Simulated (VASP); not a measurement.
# Bi (P6/mmm) in VASP: further runs, part 2 of 2

VASP 6.6.1.

## (3) Single point, PBE

This run uses another cell than the first one, of 25.34 Å³/atom.

Contents of INCAR:

```
SYSTEM = Bi
PREC = Accurate
ENCUT = 520
EDIFF = 1E-7
ISMEAR = -1
SIGMA = 0.1
LREAL = .False.
LASPH = .True.
NELM = 80
ALGO = Normal
ISIF = 2
LWAVE = .False.
LCHARG = .False.
GGA = PE
NBANDS = 14
```

Contents of KPOINTS:

```
regular mesh
0
Gamma
  14 14 13
  0 0 0
```

Contents of POSCAR:

```
Bi
1.0
    3.1355300254      0.0000000000      0.0000000000
   -1.5677650127      2.7154486563      0.0000000000
    0.0000000000      0.0000000000      2.9758612005
Bi
1
Direct
    0.0000000000      0.0000000000      0.0000000000
```

Potentials or basis: VASP PAW PBE potentials, release 64 (Bi_d).

Run with:

```
> cat potpaw_PBE.64/Bi_d/POTCAR > POTCAR
> mpirun -np 1 vasp_std > vasp.out
```

OUTCAR:

```text
SYSTEM = Bi
   PREC = Accurate
   ENCUT = 520
   EDIFF = 1E-7
   ISMEAR = -1
   LREAL = .False.
   LASPH = .True.
   NELM = 80
   ISIF = 2
   GGA = PE

 ion  position               nearest neighbor table
   1  0.000  0.000  0.000-

  LATTYP: Found a hexagonal cell.
 ALAT       =     3.1355300254
 C/A-ratio  =     0.9490775647

  Lattice vectors:

 A1 = (   3.1355300254,   0.0000000000,   0.0000000000)
 A2 = (  -1.5677650127,   2.7154486563,   0.0000000000)
 A3 = (   0.0000000000,   0.0000000000,   2.9758612005)

Analysis of symmetry for initial positions (statically):
=====================================================================
 Subroutine PRICEL returns:
 Original cell was already a primitive cell.

 Routine SETGRP: Setting up the symmetry group for a
 hexagonal supercell.

 Subroutine GETGRP returns: Found 24 space group operations
 (whereof 24 operations were pure point group operations)
 out of a pool of 24 trial point group operations.

The static configuration has the point symmetry D_6h.

Analysis of symmetry for dynamics (positions and initial velocities):
=====================================================================
 Subroutine PRICEL returns:
 Original cell was already a primitive cell.

 Routine SETGRP: Setting up the symmetry group for a
 hexagonal supercell.

 Subroutine GETGRP returns: Found 24 space group operations
 (whereof 24 operations were pure point group operations)
 out of a pool of 24 trial point group operations.

The dynamic configuration has the point symmetry D_6h.

 Subroutine INISYM returns: Found 24 space group operations
 (whereof 24 operations are pure point group operations),
 and found     1 'primitive' translations

----------------------------------------------------------------------------------------

                                     Primitive cell

  volume of cell :      25.3376

  direct lattice vectors                    reciprocal lattice vectors
     3.135530025  0.000000000  0.000000000     0.318925347  0.184131635  0.000000000
    -1.567765013  2.715448656  0.000000000     0.000000000  0.368263269  0.000000000
[... 114 lines left out ...]
 non-spin polarized calculation
  energy-cutoff  :      520.00
  volume of cell :       25.34
 maximum number of plane-waves:       701
 NGX is ok and might be reduce to    24
   NGX = 11   NGY = 11   NGZ = 11

 number of electron      15.0000005 magnetization

 Free energy of the ion-electron system (eV)
  ---------------------------------------------------
  ext. energy  EPLUGINS =         0.00000000
  ---------------------------------------------------
  free energy    TOTEN  =        -3.28586837 eV

  energy without entropy =       -3.26921807  energy(sigma->0) =       -3.27754322

 E-fermi :  10.8358     XC(G=0): -11.2385

 val. band max:       10.8017164645   @ k =   0.2857   0.2857   0.3077
 cond. band min:      10.8436442943   @ k =   0.4286   0.1429   0.2308
 fundamental gap:      0.0419278298
 Fermi energy:        10.8357738809

 k-point     1 :       0.0000    0.0000    0.0000
  band No.  band energies     occupation
      1     -12.8779      2.00000
      2     -12.5335      2.00000
      3     -12.5335      2.00000
      4     -12.1675      2.00000
      5     -12.1675      2.00000
      6      -4.6604      2.00000
      7      14.3028      0.00000
      8      16.5350      0.00000
      9      16.5350      0.00000
     10      18.8750      0.00000
     11      19.9188      0.00000
     12      21.4617      0.00000
     13      22.8444      0.00000
     14      22.8444      0.00000
[... 377 lines left out ...]
      1     -12.6631      2.00000
      2     -12.4080      2.00000
      3     -12.3145      2.00000
      4     -12.2961      2.00000
      5     -12.2708      2.00000
      6      -0.0420      2.00000
      7       5.5658      2.00000
      8       6.8261      2.00000
      9      19.1917      0.00000
     10      22.2883      0.00000
     11      23.1852      0.00000
     12      24.6037      0.00000
     13      25.0371      0.00000
     14      25.6138      0.00000

 [... further k-points ...]

------------------------ aborting loop because EDIFF is reached ----------------------------------------

  FORCE on cell =-STRESS in cart. coord.  units (eV):
  Direction    XX          YY          ZZ          XY          YZ          ZX
  --------------------------------------------------------------------------------------
  -------------------------------------------------------------------------------------
  Total        4.2887026      4.2887026      4.2834606      0.0000000      0.0000000      0.0000000
  in kB      271.1885084    271.1885084    270.8570408      0.0000000      0.0000000      0.0000000
  external PRESSURE =     271.0780192 kB  Pullay stress =       0.0000000 kB

 VOLUME and BASIS-vectors are now :
 -----------------------------------------------------------------------------
  energy-cutoff  :      520.00
  volume of cell :       25.34
      direct lattice vectors                 reciprocal lattice vectors
     3.135530025  0.000000000  0.000000000     0.318925347  0.184131635  0.000000000
    -1.567765013  2.715448656  0.000000000     0.000000000  0.368263269  0.000000000
     0.000000000  0.000000000  2.975861200     0.000000000  0.000000000  0.336037178

 POSITION                                       TOTAL-FORCE (eV/Angst)
 -----------------------------------------------------------------------------------
      0.00000      0.00000      0.00000         0.000000      0.000000      0.000000
 -----------------------------------------------------------------------------------
    total drift:                                0.000000     -0.000000      0.000000

  FREE ENERGIE OF THE ION-ELECTRON SYSTEM (eV)
  ---------------------------------------------------
  free  energy   TOTEN  =        -3.2858683675 eV

  energy  without entropy=       -3.2692180716  energy(sigma->0) =       -3.27754322
```

OSZICAR:

```text
N       E                     dE             d eps       ncg     rms          rms(c)
DAV:   1     0.116240286477E+03    0.11624E+03   -0.77565E+03  4764   0.132E+03
DAV:   2     0.317079795347E+01   -0.11307E+03   -0.10893E+03  5088   0.350E+02
DAV:   3    -0.315428400999E+01   -0.63251E+01   -0.62986E+01  5882   0.793E+01
DAV:   4    -0.329156549437E+01   -0.13728E+00   -0.13725E+00  5964   0.121E+01
DAV:   5    -0.329714325657E+01   -0.55778E-02   -0.55777E-02  6780   0.227E+00    0.744E-01
DAV:   6    -0.328963861298E+01    0.75046E-02   -0.45803E-03  6858   0.989E-01    0.421E-01
DAV:   7    -0.328589482509E+01    0.37438E-02   -0.34356E-03  7312   0.921E-01    0.672E-02
DAV:   8    -0.328587494651E+01    0.19879E-04   -0.34690E-04  6134   0.268E-01    0.765E-03
DAV:   9    -0.328586964292E+01    0.53036E-05   -0.13476E-05  6120   0.578E-02    0.471E-03
DAV:  10    -0.328586839481E+01    0.12481E-05   -0.12240E-06  7416   0.107E-02    0.958E-04
DAV:  11    -0.328586836749E+01    0.27319E-07   -0.48875E-08  4314   0.239E-03
   1 F= -.32858684E+01 E0= -.32775432E+01  d E =-.166503E-01
```

stdout:

```text
POSCAR found type information on POSCAR Bi
 POSCAR found :  1 types and       1 ions
 scaLAPACK will be used
 LDA part: xc-table for (Slater+PW92), standard interpolation
 POSCAR, INCAR and KPOINTS ok, starting setup
 FFT: planning ... GRIDC
 FFT: planning ... GRID_SOFT
 FFT: planning ... GRID
 WAVECAR not read
 entering main loop
```

Run time: 48 s. Hardware: 1 thread of Intel Xeon 8259CL, shared host; peak memory 0.18 GiB.

Results:

- Free energy: -3.2859 eV
- Pressure: 27.1 GPa
- Band gap on the k mesh: zero (an odd number of electrons rules out a gap without spin polarisation)

Caveat: the cell stands under pressure; spin-orbit coupling is left out, which moves the levels of the heavy elements.

## (4) Single point, PBE (25.34 Å³/atom)

This run uses another cell than the first one, of 25.34 Å³/atom.

Contents of INCAR:

```
ALGO = Normal
EDIFF = 1E-6
ENCUT = 520
GGA = PE
ISIF = 2
ISMEAR = -1
LASPH = T
LCHARG = T
LELF = T
LREAL = F
LVHAR = T
LWAVE = F
NBANDS = 14
NELM = 80
PREC = Accurate
SIGMA = 0.1
```

Contents of KPOINTS:

```
k-points
0
Gamma
  14 14 13
```

POSCAR is that of step 3.

Run with:

```
> cat potpaw_PBE.64/Bi_d/POTCAR > POTCAR
> mpirun -np 1 vasp_std > vasp.out
```

It took 36 s on 1 thread of Intel Xeon 8259CL, shared host; peak memory 0.18 GiB.

Results (log left out):

- Free energy: -3.2859 eV
- Pressure: 27.1 GPa
- Band gap on the k mesh: zero (an odd number of electrons rules out a gap without spin polarisation)

Levels at points of the mesh, in eV from the Fermi level:
```
           k point  band 4  band 5  band 6  band 7  band 8  band 9  band 10  band 11
(0.00, 0.00, 0.00)  -23.00  -23.00  -15.50    3.47    5.70    5.70     8.04     9.08
(0.50, 0.00, 0.00)  -23.04  -22.97  -11.48   -6.86    1.63    6.29     7.41    10.15
```

Caveat: the cell stands under pressure; spin-orbit coupling is left out, which moves the levels of the heavy elements.

## (5) Single point, PBE

This run uses another cell than the first one, of 28.72 Å³/atom.

Contents of INCAR:

```
ALGO = Normal
EDIFF = 1E-6
ENCUT = 520
GGA = PE
ISIF = 2
ISMEAR = -1
LASPH = True
LCHARG = True
LELF = True
LREAL = False
LVHAR = True
LWAVE = False
NBANDS = 14
NELM = 80
PREC = Accurate
SIGMA = 0.1
```

KPOINTS is that of step 4.

Contents of POSCAR:

```
Bi
1.0
    3.2678882629      0.0000000000      0.0000000000
   -1.6339441315      2.8300742524      0.0000000000
    0.0000000000      0.0000000000      3.1049732579
Bi
1
Direct
    0.0000000000      0.0000000000      0.0000000000
```

Potentials or basis: VASP PAW PBE potentials, release 64 (Bi_d).

Run with:

```
> cat potpaw_PBE.64/Bi_d/POTCAR > POTCAR
> mpirun -np 1 vasp_std > vasp.out
```

OUTCAR:

```text
EDIFF = 1E-6
   ENCUT = 520
   GGA = PE
   ISIF = 2
   ISMEAR = -1
   LASPH = True
   LREAL = False
   NELM = 80
   PREC = Accurate

 ion  position               nearest neighbor table
   1  0.000  0.000  0.000-

  LATTYP: Found a hexagonal cell.
 ALAT       =     3.2678882629
 C/A-ratio  =     0.9501467027

  Lattice vectors:

 A1 = (   3.2678882629,   0.0000000000,   0.0000000000)
 A2 = (  -1.6339441315,   2.8300742524,   0.0000000000)
 A3 = (   0.0000000000,   0.0000000000,   3.1049732579)

Analysis of symmetry for initial positions (statically):
=====================================================================
 Subroutine PRICEL returns:
 Original cell was already a primitive cell.

 Routine SETGRP: Setting up the symmetry group for a
 hexagonal supercell.

 Subroutine GETGRP returns: Found 24 space group operations
 (whereof 24 operations were pure point group operations)
 out of a pool of 24 trial point group operations.

The static configuration has the point symmetry D_6h.

Analysis of symmetry for dynamics (positions and initial velocities):
=====================================================================
 Subroutine PRICEL returns:
 Original cell was already a primitive cell.

 Routine SETGRP: Setting up the symmetry group for a
 hexagonal supercell.

 Subroutine GETGRP returns: Found 24 space group operations
 (whereof 24 operations were pure point group operations)
 out of a pool of 24 trial point group operations.

The dynamic configuration has the point symmetry D_6h.

 Subroutine INISYM returns: Found 24 space group operations
 (whereof 24 operations are pure point group operations),
 and found     1 'primitive' translations

----------------------------------------------------------------------------------------

                                     Primitive cell

  volume of cell :      28.7159

  direct lattice vectors                    reciprocal lattice vectors
     3.267888263  0.000000000  0.000000000     0.306008015  0.176673810  0.000000000
    -1.633944132  2.830074252  0.000000000     0.000000000  0.353347619  0.000000000
     0.000000000  0.000000000  3.104973258     0.000000000  0.000000000  0.322063965

  length of vectors
     3.267888263  3.267888263  3.104973258     0.353347619  0.353347619  0.322063965

  position of ions in fractional coordinates (direct lattice)
     0.000000000  0.000000000  0.000000000

  ion indices of the primitive-cell ions
   primitive index   ion index
                 1           1

----------------------------------------------------------------------------------------

 KPOINTS: k-points

Automatic generation of k-mesh.
 Grid dimensions read from file:
 generate k-points for:   14   14   13

 Generating k-lattice:

  Cartesian coordinates                     Fractional coordinates (reciprocal lattice)
     0.021857715  0.012619558  0.000000000     0.071428571  0.000000000  0.000000000
     0.000000000  0.025239116  0.000000000     0.000000000  0.071428571  0.000000000
     0.000000000  0.000000000  0.024774151     0.000000000  0.000000000  0.076923077

  Length of vectors
     0.025239116  0.025239116  0.024774151

  Shift w.r.t. Gamma in fractional coordinates (k-lattice)
     0.000000000  0.000000000  0.000000000

 Subroutine IBZKPT returns following result:
 ===========================================

 Found    168 irreducible k-points:

 Following reciprocal coordinates:
            Coordinates               Weight
  0.000000  0.000000  0.000000      1.000000
  0.071429 -0.000000  0.000000      6.000000
  0.142857 -0.000000  0.000000      6.000000
  0.214286 -0.000000  0.000000      6.000000
  0.285714 -0.000000  0.000000      6.000000
  0.357143 -0.000000  0.000000      6.000000
[... 16 lines left out ...]
  0.285714  0.285714  0.000000      6.000000
  0.357143  0.285714  0.000000      6.000000
 [... further k-points ...]
   k-points           NKPTS =    168   k-points in BZ     NKDIM =    168   number of bands    NBANDS=     14
   number of dos      NEDOS =    301   number of ions     NIONS =      1
   total plane-waves  NPLWV =  13824
   dimension x,y,z NGX =    24 NGY =   24 NGZ =   24
   dimension x,y,z NGXF=    48 NGYF=   48 NGZF=   48
   ions per type =               1
   NGX,Y,Z   is equivalent  to a cutoff of  12.21, 12.21, 12.85 a.u.
   NGXF,Y,Z  is equivalent  to a cutoff of  24.42, 24.42, 25.70 a.u.
 SYSTEM =  unknown system
   PREC   = accura    normal or accurate (medium, high low for compatibility)
   ISTART =      0    job   : 0-new  1-cont  2-samecut
   ICHARG =      2    charge: 1-file 2-atom 10-const
   ISPIN  =      1    spin polarized calculation?
   LNONCOLLINEAR =      F non collinear calculations
   LSORBIT =      F    spin-orbit coupling
   LASPH  =      T    aspherical Exc in radial PAW
   ENCUT  =  520.0 eV  38.22 Ry    6.18 a.u.   6.08  6.08  5.77*2*pi/ulx,y,z
   NELM   =     80;   NELMIN=  2; NELMDL= -5     # of ELM steps
   EDIFF  = 0.1E-05   stopping-criterion for ELM
   LREAL  =      F    real-space projection
   EDIFFG = 0.1E-04   stopping-criterion for IOM
   NSW    =      0    number of steps for IOM
   IBRION =     -1    ionic relax: 0-MD 1-quasi-New 2-CG
   NFREE  =      0    steps in history (QN), initial steepest desc. (CG)
   ISIF   =      2    stress and relaxation
   ISYM   =      2    0-nonsym 1-usesym 2-fastsym
   POTIM  = 0.5000    time-step for ionic-motion
   TEBEG  =    0.0;   TEEND  =   0.0 temperature during run
   PSTRESS=    0.0 pullay stress
   NELECT =      15.0000    total number of electrons
   NUPDOWN=      -1.0000    fix difference up-down
   EMIN   =  10.00;   EMAX   =-10.00  energy-range for DOS
   EFERMI =   0.00;   METHOD = LEGACY
   ISMEAR =    -1;   SIGMA  =   0.10  broadening in eV -4-tet -1-fermi 0-gaus
   EFERMI_NEDOS =   21; number of points for ismear=-14 and -15
   IALGO  =     38    algorithm
   IMIX   =      4    mixing-type and parameters
     AMIX     =   0.40;   BMIX     =  1.00
     AMIX_MAG =   1.60;   BMIX_MAG =  1.00
  volume/ion in A,a.u.               =      28.72       193.78
  Fermi-wavevector in a.u.,A,eV,Ry     =   1.318452  2.491513 23.651217  1.738315
  Thomas-Fermi vector in A             =   2.448421
   LORBIT       =      0    0 simple, 1 ext, 2 COOP (PROOUT), +10 PAW based schemes
   GGA     = PE    functional components
   LHFCALC =     F    Hartree Fock is set to
   AEXX    =    0.0000 exact exchange contribution
   IVDW    =     0    specifies the selected vdW correction
   LEPSILON=     F    determine dielectric tensor
   LRPA    =     F    only Hartree local field effects (RPA)
 non-spin polarized calculation
  energy-cutoff  :      520.00
  volume of cell :       28.72
 maximum number of plane-waves:       796
   NGX = 13   NGY = 13   NGZ = 11

 number of electron      14.9999999 magnetization

 Free energy of the ion-electron system (eV)
  ---------------------------------------------------
  ext. energy  EPLUGINS =         0.00000000
  ---------------------------------------------------
  free energy    TOTEN  =        -3.67781555 eV

  energy without entropy =       -3.65946768  energy(sigma->0) =       -3.66864161

 E-fermi :   8.9522     XC(G=0): -10.6048

 val. band max:        8.8676229434   @ k =   0.2143   0.1429   0.4615
 cond. band min:       8.9590238078   @ k =   0.2857   0.1429   0.0769
 fundamental gap:      0.0914008644
 Fermi energy:         8.9522079432

 k-point     1 :       0.0000    0.0000    0.0000
  band No.  band energies     occupation
      1     -14.3625      2.00000
      2     -14.1430      2.00000
      3     -14.1430      2.00000
      4     -13.8859      2.00000
      5     -13.8859      2.00000
      6      -5.3831      2.00000
      7      12.1917      0.00000
      8      14.0072      0.00000
      9      14.0072      0.00000
     10      16.4184      0.00000
     11      18.2901      0.00000
     12      18.4816      0.00000
     13      20.3611      0.00000
     14      20.3611      0.00000
[... 375 lines left out ...]
 k-point    24 :       0.3571    0.2857    0.0000
  band No.  band energies     occupation
      1     -14.2114      2.00000
      2     -14.0487      2.00000
      3     -13.9872      2.00000
      4     -13.9716      2.00000
      5     -13.9548      2.00000
      6      -1.6398      2.00000
      7       4.4433      2.00000
      8       5.5520      2.00000
      9      16.1364      0.00000
     10      20.3049      0.00000
     11      21.0451      0.00000
     12      21.9606      0.00000
     13      22.5097      0.00000
     14      22.6086      0.00000

 [... further k-points ...]

------------------------ aborting loop because EDIFF is reached ----------------------------------------

  FORCE on cell =-STRESS in cart. coord.  units (eV):
  Direction    XX          YY          ZZ          XY          YZ          ZX
  --------------------------------------------------------------------------------------
  -------------------------------------------------------------------------------------
  Total        2.0469781      2.0469781      2.0462468     -0.0000000     -0.0000000     -0.0000000
  in kB      114.2091453    114.2091453    114.1683454     -0.0000000     -0.0000000     -0.0000000
  external PRESSURE =     114.1955453 kB  Pullay stress =       0.0000000 kB

 VOLUME and BASIS-vectors are now :
 -----------------------------------------------------------------------------
  energy-cutoff  :      520.00
  volume of cell :       28.72
      direct lattice vectors                 reciprocal lattice vectors
     3.267888263  0.000000000  0.000000000     0.306008015  0.176673810  0.000000000
    -1.633944132  2.830074252  0.000000000     0.000000000  0.353347619  0.000000000
     0.000000000  0.000000000  3.104973258     0.000000000  0.000000000  0.322063965

 POSITION                                       TOTAL-FORCE (eV/Angst)
 -----------------------------------------------------------------------------------
      0.00000      0.00000      0.00000        -0.000000      0.000000      0.000000
 -----------------------------------------------------------------------------------
    total drift:                                0.000000     -0.000000      0.000000

  FREE ENERGIE OF THE ION-ELECTRON SYSTEM (eV)
  ---------------------------------------------------
  free  energy   TOTEN  =        -3.6778155482 eV

  energy  without entropy=       -3.6594676799  energy(sigma->0) =       -3.66864161
```

It took 39 s on 1 thread of Intel Xeon 8259CL, shared host; peak memory 0.18 GiB.

Results:

| Item | Value |
| --- | --- |
| Free energy | -3.6778 eV |
| Pressure | 11.4 GPa |
| Band gap on the k mesh | zero (an odd number of electrons rules out a gap without spin polarisation) |

Caveat: the cell stands under pressure; spin-orbit coupling is left out, which moves the levels of the heavy elements.

## (6) Summary

| cell | gap on the mesh (eV) | pressure (GPa) |
| --- | --- | --- |
| a = 2.990, b = 2.990, c = 2.836 Å, angles 90.0, 90.0, 120.0°, 1 atom | none | 56.8 |
| a = 3.136, b = 3.136, c = 2.976 Å, angles 90.0, 90.0, 120.0°, 1 atom | none | 27.1 |
| a = 3.268, b = 3.268, c = 3.105 Å, angles 90.0, 90.0, 120.0°, 1 atom | none | 11.4 |

Alike in all rows: task single point; level PBE; potentials or basis VASP PAW PBE potentials, release 64 (Bi_d); no spin polarisation; k mesh 14 × 14 × 13; cutoff (eV) 520; smearing fermi-dirac 0.1 eV.

Caveats: the cell stands under pressure; spin-orbit coupling is left out, which moves the levels of the heavy elements.

Absolute energies hang on the potentials; compare differences alone.
